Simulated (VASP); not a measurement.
# TaN (I4/mmm) in VASP: notebook

The runs below take TaN through single point, with PBEsol.

Program: VASP 6.6.1. These are calculated values, not measurements. Logs are shortened: lines on timing, memory, paths and dates and some standing lists are left out, and cuts for length are marked.

### 1 The cell of the first run

The structure is tetragonal, space group I4/mmm (No. 139). The conventional cell has a = 3.187 Å, b = 3.187 Å, c = 4.441 Å, α = 90.00°, β = 90.00°, γ = 90.00°. Ta (site symmetry 4/mmm) has 6 N at 2.22 to 2.25 Å within 2.9 Å. Within 2.9 Å of N (site symmetry 4/mmm) lie 6 Ta at 2.22 to 2.25 Å.

### 2 Single point, PBEsol (strain +0.030 along x and y, +0.015 along z)

File INCAR:

```
PREC = Accurate
ENCUT = 520
EDIFF = 1E-6
ISMEAR = 0
SIGMA = 0.15
LREAL = False
LASPH = True
NELM = 100
ALGO = Normal
ISIF = 2
LWAVE = False
LCHARG = False
GGA = PS
NBANDS = 15
```

File KPOINTS:

```
Automatic mesh
0
Gamma
  24 24 24
```

File POSCAR:

```
TaN
1.0
    0.0000000000      2.2534800447      2.2206623742
    2.2534800447      0.0000000000      2.2206623742
    2.2534800447      2.2534800447      0.0000000000
Ta N
1 1
Direct
    0.5000000000      0.5000000000      0.5000000000
    0.0000000000      0.0000000000      0.0000000000
```

Potentials or basis: VASP PAW PBE potentials, release 64 (Ta_pv, N).

Run with:

```console
> cat potpaw_PBE.64/Ta_pv/POTCAR potpaw_PBE.64/N/POTCAR > POTCAR
> mpirun -np 1 vasp_std > vasp.out
```

OUTCAR:

```text
PREC = Accurate
   ENCUT = 520
   EDIFF = 1E-6
   ISMEAR = 0
   LREAL = False
   LASPH = True
   NELM = 100
   ISIF = 2
   GGA = PS

 ion  position               nearest neighbor table
   1  0.500  0.500  0.500-   2 2.22   2 2.22   2 2.25   2 2.25   2 2.25   2 2.25
   2  0.000  0.000  0.000-   1 2.22   1 2.22   1 2.25   1 2.25   1 2.25   1 2.25

  LATTYP: Found a body centered tetragonal cell.
 ALAT       =     3.1869020418
 C/A-ratio  =     1.3936182193

  Lattice vectors:

 A1 = (   0.0000000000,  -2.2534800447,  -2.2206623742)
 A2 = (   0.0000000000,   2.2534800447,  -2.2206623742)
 A3 = (   2.2534800447,   0.0000000000,   2.2206623742)

Analysis of symmetry for initial positions (statically):
=====================================================================
 Subroutine PRICEL returns:
 Original cell was already a primitive cell.

 Routine SETGRP: Setting up the symmetry group for a
 body centered tetragonal supercell.

 Subroutine GETGRP returns: Found 16 space group operations
 (whereof 16 operations were pure point group operations)
 out of a pool of 16 trial point group operations.

The static configuration has the point symmetry D_4h.

Analysis of symmetry for dynamics (positions and initial velocities):
=====================================================================
 Subroutine PRICEL returns:
 Original cell was already a primitive cell.

 Routine SETGRP: Setting up the symmetry group for a
 body centered tetragonal supercell.

 Subroutine GETGRP returns: Found 16 space group operations
 (whereof 16 operations were pure point group operations)
 out of a pool of 16 trial point group operations.

The dynamic configuration has the point symmetry D_4h.

 Subroutine INISYM returns: Found 16 space group operations
 (whereof 16 operations are pure point group operations),
 and found     1 'primitive' translations

----------------------------------------------------------------------------------------

                                     Primitive cell

  volume of cell :      22.5538

  direct lattice vectors                    reciprocal lattice vectors
     0.000000000  2.253480045  2.220662374    -0.221879045  0.221879045  0.225158046
     2.253480045  0.000000000  2.220662374     0.221879045 -0.221879045  0.225158046
     2.253480045  2.253480045  0.000000000     0.221879045  0.221879045 -0.225158046

  length of vectors
     3.163781549  3.163781549  3.186902042     0.386208191  0.386208191  0.386208191

  position of ions in fractional coordinates (direct lattice)
     0.500000000  0.500000000  0.500000000
     0.000000000  0.000000000  0.000000000

  ion indices of the primitive-cell ions
   primitive index   ion index
                 1           1
                 2           2

----------------------------------------------------------------------------------------

 KPOINTS: Automatic mesh

Automatic generation of k-mesh.
 Grid dimensions read from file:
 generate k-points for:   24   24   24

 Generating k-lattice:

  Cartesian coordinates                     Fractional coordinates (reciprocal lattice)
    -0.009244960  0.009244960  0.009381585     0.041666667  0.000000000  0.000000000
     0.009244960 -0.009244960  0.009381585     0.000000000  0.041666667  0.000000000
     0.009244960  0.009244960 -0.009381585     0.000000000  0.000000000  0.041666667

  Length of vectors
     0.016092008  0.016092008  0.016092008

  Shift w.r.t. Gamma in fractional coordinates (k-lattice)
     0.000000000  0.000000000  0.000000000

 Subroutine IBZKPT returns following result:
 ===========================================

 Found   1063 irreducible k-points:

 Following reciprocal coordinates:
            Coordinates               Weight
  0.000000  0.000000  0.000000      1.000000
  0.041667  0.000000  0.000000      8.000000
  0.083333  0.000000  0.000000      8.000000
  0.125000  0.000000  0.000000      8.000000
  0.166667  0.000000  0.000000      8.000000
  0.208333  0.000000  0.000000      8.000000
[... 16 lines left out ...]
  0.416667  0.041667  0.000000      8.000000
  0.458333  0.041667  0.000000      8.000000
 [... further k-points ...]
   k-points           NKPTS =   1063   k-points in BZ     NKDIM =   1063   number of bands    NBANDS=     15
   number of dos      NEDOS =    301   number of ions     NIONS =      2
   total plane-waves  NPLWV =  13824
   dimension x,y,z NGX =    24 NGY =   24 NGZ =   24
   dimension x,y,z NGXF=    48 NGYF=   48 NGZF=   48
   ions per type =               1   1
   NGX,Y,Z   is equivalent  to a cutoff of  12.61, 12.61, 12.52 a.u.
   NGXF,Y,Z  is equivalent  to a cutoff of  25.22, 25.22, 25.04 a.u.
 SYSTEM =  unknown system
   PREC   = accura    normal or accurate (medium, high low for compatibility)
   ISTART =      0    job   : 0-new  1-cont  2-samecut
   ICHARG =      2    charge: 1-file 2-atom 10-const
   ISPIN  =      1    spin polarized calculation?
   LNONCOLLINEAR =      F non collinear calculations
   LSORBIT =      F    spin-orbit coupling
   LASPH  =      T    aspherical Exc in radial PAW
   ENCUT  =  520.0 eV  38.22 Ry    6.18 a.u.   5.88  5.88  5.93*2*pi/ulx,y,z
   NELM   =    100;   NELMIN=  2; NELMDL= -5     # of ELM steps
   EDIFF  = 0.1E-05   stopping-criterion for ELM
   LREAL  =      F    real-space projection
   EDIFFG = 0.1E-04   stopping-criterion for IOM
   NSW    =      0    number of steps for IOM
   IBRION =     -1    ionic relax: 0-MD 1-quasi-New 2-CG
   NFREE  =      0    steps in history (QN), initial steepest desc. (CG)
   ISIF   =      2    stress and relaxation
   ISYM   =      2    0-nonsym 1-usesym 2-fastsym
   POTIM  = 0.5000    time-step for ionic-motion
   TEBEG  =    0.0;   TEEND  =   0.0 temperature during run
   PSTRESS=    0.0 pullay stress
   NELECT =      16.0000    total number of electrons
   NUPDOWN=      -1.0000    fix difference up-down
   EMIN   =  10.00;   EMAX   =-10.00  energy-range for DOS
   EFERMI =   0.00;   METHOD = LEGACY
   ISMEAR =     0;   SIGMA  =   0.15  broadening in eV -4-tet -1-fermi 0-gaus
   EFERMI_NEDOS =   21; number of points for ismear=-14 and -15
   IALGO  =     38    algorithm
   IMIX   =      4    mixing-type and parameters
     AMIX     =   0.40;   BMIX     =  1.00
     AMIX_MAG =   1.60;   BMIX_MAG =  1.00
  volume/ion in A,a.u.               =      11.28        76.10
  Fermi-wavevector in a.u.,A,eV,Ry     =   1.460074  2.759140 29.005115  2.131816
  Thomas-Fermi vector in A             =   2.576566
   LORBIT       =      0    0 simple, 1 ext, 2 COOP (PROOUT), +10 PAW based schemes
   GGA     = PS    functional components
   LHFCALC =     F    Hartree Fock is set to
   AEXX    =    0.0000 exact exchange contribution
   IVDW    =     0    specifies the selected vdW correction
   LEPSILON=     F    determine dielectric tensor
   LRPA    =     F    only Hartree local field effects (RPA)
 non-spin polarized calculation
 Gauss-broadening in eV      SIGMA  =   0.15
  energy-cutoff  :      520.00
  volume of cell :       22.55
 maximum number of plane-waves:       624
   NGX = 11   NGY = 11   NGZ = 11

 number of electron      16.0000000 magnetization

 Free energy of the ion-electron system (eV)
  ---------------------------------------------------
  ext. energy  EPLUGINS =         0.00000000
  ---------------------------------------------------
  free energy    TOTEN  =       -23.10131806 eV

  energy without entropy =      -23.09053109  energy(sigma->0) =      -23.09592457

 E-fermi :   8.7116     XC(G=0): -13.2673

 val. band max:        8.7112089006   @ k =  -0.4167  -0.0000   0.2083
 cond. band min:       8.7134169871   @ k =  -0.2500   0.2083   0.4583
 fundamental gap:      0.0022080865
 Fermi energy:         8.7116410317

 k-point     1 :       0.0000    0.0000    0.0000
  band No.  band energies     occupation
      1     -27.1028      2.00000
      2     -27.1028      2.00000
      3     -27.0932      2.00000
      4      -9.6028      2.00000
      5       5.0769      2.00000
      6       5.0769      2.00000
      7       5.1285      2.00000
      8       6.6950      2.00000
      9       6.6950      2.00000
     10       6.8604      2.00000
     11       8.6350      1.52980
     12       8.7577      0.66428
     13       9.8434      0.00000
     14      18.0720      0.00000
     15      20.9466      0.00000

 k-point     2 :       0.0417    0.0000    0.0000
  band No.  band energies     occupation
      1     -27.1133      2.00000
      2     -27.1041      2.00000
      3     -27.0963      2.00000
      4      -9.5646      2.00000
      5       4.8454      2.00000
      6       4.9221      2.00000
      7       4.9653      2.00000
      8       6.7689      2.00000
      9       6.7935      2.00000
     10       6.9373      2.00000
     11       8.8029      0.38967
     12       8.9283      0.04109
     13       9.9817      0.00000
     14      18.1946      0.00000
     15      20.9465      0.00000

 k-point     3 :       0.0833    0.0000    0.0000
  band No.  band energies     occupation
      1     -27.1489      2.00000
      2     -27.1080      2.00000
      3     -27.1003      2.00000
      4      -9.4516      2.00000
      5       4.2815      2.00000
      6       4.5489      2.00000
      7       4.5928      2.00000
      8       6.9506      2.00000
      9       6.9901      2.00000
     10       7.1105      2.00000
     11       9.2529      0.00000
     12       9.3850      0.00000
     13      10.3628      0.00000
     14      18.5495      0.00000
     15      20.9463      0.00000

 k-point     4 :       0.1250    0.0000    0.0000
  band No.  band energies     occupation
      1     -27.2062      2.00000
      2     -27.1142      2.00000
      3     -27.1054      2.00000
      4      -9.2691      2.00000
      5       3.5817      2.00000
      6       4.0886      2.00000
      7       4.1308      2.00000
      8       7.2035      2.00000
      9       7.2212      2.00000
     10       7.3144      2.00000
     11       9.8837      0.00000
     12      10.0231      0.00000
     13      10.9077      0.00000
     14      19.0958      0.00000
     15      20.9458      0.00000
[... 307 lines left out ...]
 k-point    22 :       0.3750    0.0417    0.0000
  band No.  band energies     occupation
      1     -27.6689      2.00000
      2     -27.1753      2.00000
      3     -27.1479      2.00000
      4      -7.4781      2.00000
      5      -0.2690      2.00000
      6       1.8737      2.00000
      7       2.0254      2.00000
      8       8.7375      0.80756
      9       9.6981      0.00000
     10       9.8629      0.00000
     11      13.1668      0.00000
     12      13.8264      0.00000
     13      14.9944      0.00000
     14      19.7624      0.00000
     15      20.9727      0.00000

 k-point    23 :       0.4167    0.0417    0.0000
  band No.  band energies     occupation
      1     -27.7254      2.00000
      2     -27.1803      2.00000
      3     -27.1552      2.00000
      4      -7.1970      2.00000
      5      -0.7003      2.00000
      6       1.7028      2.00000
      7       1.8135      2.00000
      8       9.2334      0.00000
      9      10.1319      0.00000
     10      10.2282      0.00000
     11      13.0644      0.00000
     12      14.4871      0.00000
     13      15.4293      0.00000
     14      19.5088      0.00000
     15      20.9733      0.00000

 k-point    24 :       0.4583    0.0417    0.0000
  band No.  band energies     occupation
      1     -27.7635      2.00000
      2     -27.1828      2.00000
      3     -27.1611      2.00000
      4      -6.9924      2.00000
      5      -1.0009      2.00000
      6       1.6022      2.00000
      7       1.6668      2.00000
      8       9.7266      0.00000
      9      10.4596      0.00000
     10      10.4624      0.00000
     11      12.7704      0.00000
     12      15.0345      0.00000
     13      15.7391      0.00000
     14      19.3909      0.00000
     15      20.7257      0.00000

 [... further k-points ...]
[... 5 lines left out ...]
  --------------------------------------------------------------------------------------
  -------------------------------------------------------------------------------------
  Total       -3.3368939     -3.3368939     -2.4309941      0.0000000      0.0000000     -0.0000000
  in kB     -237.0462131   -237.0462131   -172.6929182      0.0000000      0.0000000     -0.0000000
  external PRESSURE =    -215.5951148 kB  Pullay stress =       0.0000000 kB

 VOLUME and BASIS-vectors are now :
 -----------------------------------------------------------------------------
  energy-cutoff  :      520.00
  volume of cell :       22.55
      direct lattice vectors                 reciprocal lattice vectors
     0.000000000  2.253480045  2.220662374    -0.221879045  0.221879045  0.225158046
     2.253480045  0.000000000  2.220662374     0.221879045 -0.221879045  0.225158046
     2.253480045  2.253480045  0.000000000     0.221879045  0.221879045 -0.225158046

 POSITION                                       TOTAL-FORCE (eV/Angst)
 -----------------------------------------------------------------------------------
      2.25348      2.25348      2.22066         0.000000      0.000000      0.000000
      0.00000      0.00000      0.00000         0.000000      0.000000      0.000000
 -----------------------------------------------------------------------------------
    total drift:                                0.000000     -0.000000     -0.000000

  FREE ENERGIE OF THE ION-ELECTRON SYSTEM (eV)
  ---------------------------------------------------
  free  energy   TOTEN  =       -23.1013180579 eV

  energy  without entropy=      -23.0905310909  energy(sigma->0) =      -23.09592457
```

It took 3.1 min on 1 thread of Intel Xeon Platinum 8259CL at 2.50GHz (Skylake/Cascade Lake), shared host; peak memory 0.45 GiB.

Results:

| Quantity | Value |
| --- | --- |
| Free energy | -23.1013 eV |
| Pressure | -21.6 GPa |
| Band gap on the k mesh | zero (bands 8 and 9 overlap by 3.69 eV) |

Caveat: the cell differs from its parent crystal (strain +0.030 along x and y, +0.015 along z); the stress differs along the axes, from -24 to -17 GPa; the PAW data sets were made with another functional, which shifts forces and pressure a little; spin-orbit coupling is left out, which moves the levels of the heavy elements.

(Part 1 of 2 ends here.)
